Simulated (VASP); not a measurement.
# Mn (Im-3m) in VASP: a series of runs

Mn is run at these levels: PBE; tasks: single point.

All numbers are computed with VASP 6.6.1; they aren't measurements. Logs are shortened: lines on timing, memory, paths and dates and some standing lists are left out, and cuts for length are marked.

### 1 The cell of the first run

The structure is cubic, space group Im-3m (No. 229). The conventional cell has a = 2.838 Å, b = 2.838 Å, c = 2.838 Å, α = 90.00°, β = 90.00°, γ = 90.00°. Within 3.2 Å of Mn (site symmetry m-3m) lie 14 Mn at 2.46 to 2.84 Å.

This isn't the form of Mn at room conditions, which is a 58-atom cubic cell.

### 2 Single point, PBE

The input, INCAR:

```
SYSTEM = Mn
PREC = Accurate ; ENCUT = 520
EDIFF = 1E-6 ; ISMEAR = -1
SIGMA = 0.06122561905347299 ; LREAL = .FALSE.
LASPH = .TRUE. ; NELM = 80
ALGO = Normal ; ISIF = 2
LWAVE = .FALSE. ; LCHARG = .TRUE.
GGA = PE ; LELF = .TRUE.
LVHAR = .TRUE. ; NBANDS = 12
```

The input, KPOINTS:

```
Automatic mesh
0
G
  28 28 28
  0 0 0
```

The input, POSCAR:

```
Mn
1.0
   -1.4192021445      1.4192021445      1.4192021445
    1.4192021445     -1.4192021445      1.4192021445
    1.4192021445      1.4192021445     -1.4192021445
Mn
1
Direct
    0.0000000000      0.0000000000      0.0000000000
```

Potentials or basis: VASP PAW PBE potentials, release 64 (Mn_pv).

Started as:

```sh
$ cat potpaw_PBE.64/Mn_pv/POTCAR > POTCAR
$ mpirun -np 1 vasp_std > vasp.out
```

OUTCAR:

```text
SYSTEM = Mn
   PREC = Accurate
   ENCUT = 520
   EDIFF = 1E-6
   ISMEAR = -1
   LREAL = .FALSE.
   LASPH = .TRUE.
   NELM = 80
   ISIF = 2
   GGA = PE

 ion  position               nearest neighbor table
   1  0.000  0.000  0.000-

  LATTYP: Found a body centered cubic cell.
 ALAT       =     2.8384042890

  Lattice vectors:

 A1 = (  -1.4192021445,   1.4192021445,   1.4192021445)
 A2 = (   1.4192021445,  -1.4192021445,   1.4192021445)
 A3 = (   1.4192021445,   1.4192021445,  -1.4192021445)

Analysis of symmetry for initial positions (statically):
=====================================================================
 Subroutine PRICEL returns:
 Original cell was already a primitive cell.

 Routine SETGRP: Setting up the symmetry group for a
 body centered cubic supercell.

 Subroutine GETGRP returns: Found 48 space group operations
 (whereof 48 operations were pure point group operations)
 out of a pool of 48 trial point group operations.

The static configuration has the point symmetry O_h .

Analysis of symmetry for dynamics (positions and initial velocities):
=====================================================================
 Subroutine PRICEL returns:
 Original cell was already a primitive cell.

 Routine SETGRP: Setting up the symmetry group for a
 body centered cubic supercell.

 Subroutine GETGRP returns: Found 48 space group operations
 (whereof 48 operations were pure point group operations)
 out of a pool of 48 trial point group operations.

The dynamic configuration has the point symmetry O_h .

 Subroutine INISYM returns: Found 48 space group operations
 (whereof 48 operations are pure point group operations),
 and found     1 'primitive' translations

----------------------------------------------------------------------------------------

                                     Primitive cell

  volume of cell :      11.4339

  direct lattice vectors                    reciprocal lattice vectors
    -1.419202145  1.419202145  1.419202145     0.000000000  0.352310629  0.352310629
     1.419202145 -1.419202145  1.419202145     0.352310629  0.000000000  0.352310629
     1.419202145  1.419202145 -1.419202145     0.352310629  0.352310629  0.000000000

  length of vectors
     2.458130220  2.458130220  2.458130220     0.498242469  0.498242469  0.498242469

  position of ions in fractional coordinates (direct lattice)
     0.000000000  0.000000000  0.000000000

  ion indices of the primitive-cell ions
   primitive index   ion index
                 1           1

----------------------------------------------------------------------------------------

 KPOINTS: Automatic mesh

Automatic generation of k-mesh.
 Grid dimensions read from file:
 generate k-points for:   28   28   28

 Generating k-lattice:

  Cartesian coordinates                     Fractional coordinates (reciprocal lattice)
     0.000000000  0.012582522  0.012582522     0.035714286  0.000000000  0.000000000
     0.012582522  0.000000000  0.012582522     0.000000000  0.035714286  0.000000000
     0.012582522  0.012582522  0.000000000     0.000000000  0.000000000  0.035714286

  Length of vectors
     0.017794374  0.017794374  0.017794374

  Shift w.r.t. Gamma in fractional coordinates (k-lattice)
     0.000000000  0.000000000  0.000000000

 Subroutine IBZKPT returns following result:
 ===========================================

 Found    624 irreducible k-points:

 Following reciprocal coordinates:
            Coordinates               Weight
  0.000000  0.000000  0.000000      1.000000
  0.035714  0.000000  0.000000     12.000000
  0.071429  0.000000  0.000000     12.000000
  0.107143  0.000000  0.000000     12.000000
  0.142857  0.000000  0.000000     12.000000
  0.178571  0.000000  0.000000     12.000000
[... 16 lines left out ...]
  0.285714  0.035714 -0.000000     48.000000
  0.321429  0.035714  0.000000     48.000000
 [... further k-points ...]
   k-points           NKPTS =    624   k-points in BZ     NKDIM =    624   number of bands    NBANDS=     12
   number of dos      NEDOS =    301   number of ions     NIONS =      1
   total plane-waves  NPLWV =   5832
   dimension x,y,z NGX =    18 NGY =   18 NGZ =   18
   dimension x,y,z NGXF=    36 NGYF=   36 NGZF=   36
   ions per type =               1
   NGX,Y,Z   is equivalent  to a cutoff of  12.17, 12.17, 12.17 a.u.
   NGXF,Y,Z  is equivalent  to a cutoff of  24.35, 24.35, 24.35 a.u.
 SYSTEM =  Mn
   PREC   = accura    normal or accurate (medium, high low for compatibility)
   ISTART =      0    job   : 0-new  1-cont  2-samecut
   ICHARG =      2    charge: 1-file 2-atom 10-const
   ISPIN  =      1    spin polarized calculation?
   LNONCOLLINEAR =      F non collinear calculations
   LSORBIT =      F    spin-orbit coupling
   LASPH  =      T    aspherical Exc in radial PAW
   ENCUT  =  520.0 eV  38.22 Ry    6.18 a.u.   4.57  4.57  4.57*2*pi/ulx,y,z
   NELM   =     80;   NELMIN=  2; NELMDL= -5     # of ELM steps
   EDIFF  = 0.1E-05   stopping-criterion for ELM
   LREAL  =      F    real-space projection
   EDIFFG = 0.1E-04   stopping-criterion for IOM
   NSW    =      0    number of steps for IOM
   IBRION =     -1    ionic relax: 0-MD 1-quasi-New 2-CG
   NFREE  =      0    steps in history (QN), initial steepest desc. (CG)
   ISIF   =      2    stress and relaxation
   ISYM   =      2    0-nonsym 1-usesym 2-fastsym
   POTIM  = 0.5000    time-step for ionic-motion
   TEBEG  =    0.0;   TEEND  =   0.0 temperature during run
   PSTRESS=    0.0 pullay stress
   NELECT =      13.0000    total number of electrons
   NUPDOWN=      -1.0000    fix difference up-down
   EMIN   =  10.00;   EMAX   =-10.00  energy-range for DOS
   EFERMI =   0.00;   METHOD = LEGACY
   ISMEAR =    -1;   SIGMA  =   0.06  broadening in eV -4-tet -1-fermi 0-gaus
   EFERMI_NEDOS =   21; number of points for ismear=-14 and -15
   IALGO  =     38    algorithm
   IMIX   =      4    mixing-type and parameters
     AMIX     =   0.40;   BMIX     =  1.00
     AMIX_MAG =   1.60;   BMIX_MAG =  1.00
  volume/ion in A,a.u.               =      11.43        77.16
  Fermi-wavevector in a.u.,A,eV,Ry     =   1.708671  3.228919 39.722963  2.919555
  Thomas-Fermi vector in A             =   2.787296
   LORBIT       =      0    0 simple, 1 ext, 2 COOP (PROOUT), +10 PAW based schemes
   GGA     = PE    functional components
   LHFCALC =     F    Hartree Fock is set to
   AEXX    =    0.0000 exact exchange contribution
   IVDW    =     0    specifies the selected vdW correction
   LEPSILON=     F    determine dielectric tensor
   LRPA    =     F    only Hartree local field effects (RPA)
 non-spin polarized calculation
  energy-cutoff  :      520.00
  volume of cell :       11.43
 maximum number of plane-waves:       321
   NGX =  9   NGY =  9   NGZ =  9

 number of electron      13.0000022 magnetization

 Free energy of the ion-electron system (eV)
  ---------------------------------------------------
  ext. energy  EPLUGINS =         0.00000000
  ---------------------------------------------------
  free energy    TOTEN  =        -8.82003445 eV

  energy without entropy =       -8.78995154  energy(sigma->0) =       -8.80499300

 E-fermi :   9.9609     XC(G=0): -13.6534

 val. band max:        9.9579746437   @ k =  -0.2143   0.2857   0.1429
 cond. band min:       9.9636257747   @ k =  -0.2857   0.5000   0.0714
 fundamental gap:      0.0056511311
 Fermi energy:         9.9608958637

 k-point     1 :       0.0000    0.0000    0.0000
  band No.  band energies     occupation
      1     -38.0632      2.00000
      2     -38.0632      2.00000
      3     -38.0632      2.00000
      4       1.6142      2.00000
      5       8.4877      2.00000
      6       8.4878      2.00000
      7       8.4878      2.00000
      8      10.2696      0.01283
      9      10.2696      0.01283
     10      33.1796      0.00000
     11      33.1796      0.00000
     12      33.1796      0.00000

 k-point     2 :       0.0357    0.0000    0.0000
  band No.  band energies     occupation
      1     -38.0713      2.00000
      2     -38.0658      2.00000
      3     -38.0632      2.00000
      4       1.6687      2.00000
      5       8.4693      2.00000
      6       8.4856      2.00000
      7       8.5211      2.00000
      8      10.2491      0.01788
      9      10.2710      0.01256
     10      32.9732      0.00000
     11      33.1492      0.00000
     12      33.1964      0.00000

 k-point     3 :       0.0714    0.0000    0.0000
  band No.  band energies     occupation
      1     -38.0950      2.00000
      2     -38.0733      2.00000
      3     -38.0633      2.00000
      4       1.8307      2.00000
      5       8.4153      2.00000
      6       8.4768      2.00000
      7       8.6200      2.00000
      8      10.1930      0.04413
      9      10.2751      0.01173
     10      32.3903      0.00000
     11      33.0359      0.00000
     12      33.2448      0.00000

 k-point     4 :       0.1071    0.0000    0.0000
  band No.  band energies     occupation
      1     -38.1331      2.00000
      2     -38.0855      2.00000
      3     -38.0634      2.00000
      4       2.0956      2.00000
      5       8.3291      2.00000
      6       8.4555      2.00000
      7       8.7819      2.00000
      8      10.1164      0.14620
      9      10.2828      0.01037
     10      31.5038      0.00000
     11      32.7861      0.00000
     12      33.3191      0.00000

 k-point     5 :       0.1429    0.0000    0.0000
  band No.  band energies     occupation
      1     -38.1834      2.00000
      2     -38.1016      2.00000
      3     -38.0635      2.00000
      4       2.4548      2.00000
      5       8.2164      2.00000
      6       8.4147      2.00000
      7       9.0018      2.00000
      8      10.0409      0.42594
      9      10.2946      0.00856
     10      30.3817      0.00000
     11      32.3585      0.00000
     12      33.4116      0.00000
[... 228 lines left out ...]
      1     -38.3473      2.00000
      2     -38.1531      2.00000
      3     -38.0671      2.00000
      4       3.6910      2.00000
      5       7.8660      2.00000
      6       8.2233      2.00000
      7       9.7935      1.87803
      8       9.9565      1.03602
      9      10.3643      0.00275
     10      26.9537      0.00000
     11      30.5066      0.00000
     12      33.6947      0.00000

 k-point    22 :       0.2500    0.0357    0.0000
  band No.  band energies     occupation
      1     -38.4158      2.00000
      2     -38.1763      2.00000
      3     -38.0673      2.00000
      4       4.2105      2.00000
      5       7.7182      2.00000
      6       8.2073      2.00000
      7       9.9860      0.79813
      8      10.1551      0.08045
      9      10.3960      0.00164
     10      25.4699      0.00000
     11      29.8231      0.00000
     12      33.5305      0.00000

 k-point    23 :       0.2857    0.0357   -0.0000
  band No.  band energies     occupation
      1     -38.4821      2.00000
      2     -38.1988      2.00000
      3     -38.0676      2.00000
      4       4.6750      2.00000
      5       7.5774      2.00000
      6       8.2998      2.00000
      7      10.0449      0.40476
      8      10.4279      0.00097
      9      10.5240      0.00020
     10      23.9920      0.00000
     11      29.1796      0.00000
     12      32.9308      0.00000

 k-point    24 :       0.3214    0.0357    0.0000
  band No.  band energies     occupation
      1     -38.5430      2.00000
      2     -38.2195      2.00000
      3     -38.0678      2.00000
      4       5.0239      2.00000
      5       7.4501      2.00000
      6       8.5540      2.00000
      7      10.1148      0.14972
      8      10.4671      0.00051
      9      10.8827      0.00000
     10      22.5640      0.00000
     11      28.6059      0.00000
     12      32.1744      0.00000

 [... further k-points ...]

------------------------ aborting loop because EDIFF is reached ----------------------------------------

  FORCE on cell =-STRESS in cart. coord.  units (eV):
  Direction    XX          YY          ZZ          XY          YZ          ZX
  --------------------------------------------------------------------------------------
  -------------------------------------------------------------------------------------
  Total       -1.0262515     -1.0262515     -1.0262515     -0.0000000     -0.0000000      0.0000000
  in kB     -143.8042096   -143.8042096   -143.8042096     -0.0000000     -0.0000000      0.0000000
  external PRESSURE =    -143.8042096 kB  Pullay stress =       0.0000000 kB

 VOLUME and BASIS-vectors are now :
 -----------------------------------------------------------------------------
  energy-cutoff  :      520.00
  volume of cell :       11.43
      direct lattice vectors                 reciprocal lattice vectors
    -1.419202145  1.419202145  1.419202145     0.000000000  0.352310629  0.352310629
     1.419202145 -1.419202145  1.419202145     0.352310629  0.000000000  0.352310629
     1.419202145  1.419202145 -1.419202145     0.352310629  0.352310629  0.000000000

 POSITION                                       TOTAL-FORCE (eV/Angst)
 -----------------------------------------------------------------------------------
      0.00000      0.00000      0.00000        -0.000000     -0.000000     -0.000000
 -----------------------------------------------------------------------------------
    total drift:                                0.000000      0.000000      0.000000

  FREE ENERGIE OF THE ION-ELECTRON SYSTEM (eV)
  ---------------------------------------------------
  free  energy   TOTEN  =        -8.8200344509 eV

  energy  without entropy=       -8.7899515393  energy(sigma->0) =       -8.80499300
```

It took 52 s on 1 thread of Intel Xeon 8259CL, shared host; peak memory 0.19 GiB.

Results:

- Free energy: -8.8200 eV
- Pressure: -14.4 GPa
- Band gap on the k mesh: zero (an odd number of electrons rules out a gap without spin polarisation)

Levels at points of the mesh, in eV from the Fermi level:
```tsv
k point	band 3	band 4	band 5	band 6	band 7	band 8	band 9	band 10
(0.00, 0.00, 0.00)	-48.02	-8.35	-1.47	-1.47	-1.47	0.31	0.31	23.22
(0.50, 0.00, 0.00)	-48.03	-4.62	-2.80	0.29	0.57	0.58	1.75	8.62
(0.50, 0.50, 0.50)	-48.46	-4.40	-4.40	1.42	1.42	1.42	10.10	10.10
```

Caveat: the cell stands under tension; the run has no spin polarisation, though such a crystal can be magnetic.

### 3 Single point, PBE

This run uses another cell than the first one, of 10.14 Å³/atom.

The input, INCAR:

```
SYSTEM = Mn
  PREC = Accurate
  ENCUT = 520
  EDIFF = 1E-6
  ISMEAR = -1
  SIGMA = 0.06122561905347299
  LREAL = .FALSE.
  LASPH = .TRUE.
  NELM = 80
  ALGO = Normal
  ISIF = 2
  LWAVE = .FALSE.
  LCHARG = .TRUE.
  GGA = PE
  LELF = .TRUE.
  LVHAR = .TRUE.
  NBANDS = 12
```

The input, KPOINTS:

```
Automatic mesh
0
G
  55 55 55
  0 0 0
```

The input, POSCAR:

```
Mn
1.0
   -1.3634888417      1.3634888417      1.3634888417
    1.3634888417     -1.3634888417      1.3634888417
    1.3634888417      1.3634888417     -1.3634888417
Mn
1
Direct
    0.0000000000      0.0000000000      0.0000000000
```

Potentials or basis: VASP PAW PBE potentials, release 64 (Mn_pv).

Started as:

```sh
$ cat potpaw_PBE.64/Mn_pv/POTCAR > POTCAR
$ mpirun -np 1 vasp_std > vasp.out
```

It took 5.3 min on 1 thread of Intel Xeon 8259CL, shared host; peak memory 0.56 GiB.

Results (log left out):

```
Free energy            : -8.8138 eV
Pressure               : 19.5 GPa
Band gap on the k mesh : zero (an odd number of electrons rules out a gap without spin polarisation)
```

Levels at points of the mesh, in eV from the Fermi level:
| k point | band 4 | band 5 | band 6 | band 7 | band 8 | band 9 |
| --- | --- | --- | --- | --- | --- | --- |
| (0.00, 0.00, 0.00) | -8.94 | -1.74 | -1.74 | -1.74 | 0.35 | 0.35 |

Caveat: the cell stands under pressure; the run has no spin polarisation, though such a crystal can be magnetic. Spin polarisation is off, so any magnetic state and its effect on volume and gap are missing.

[end of part 1 of 2]
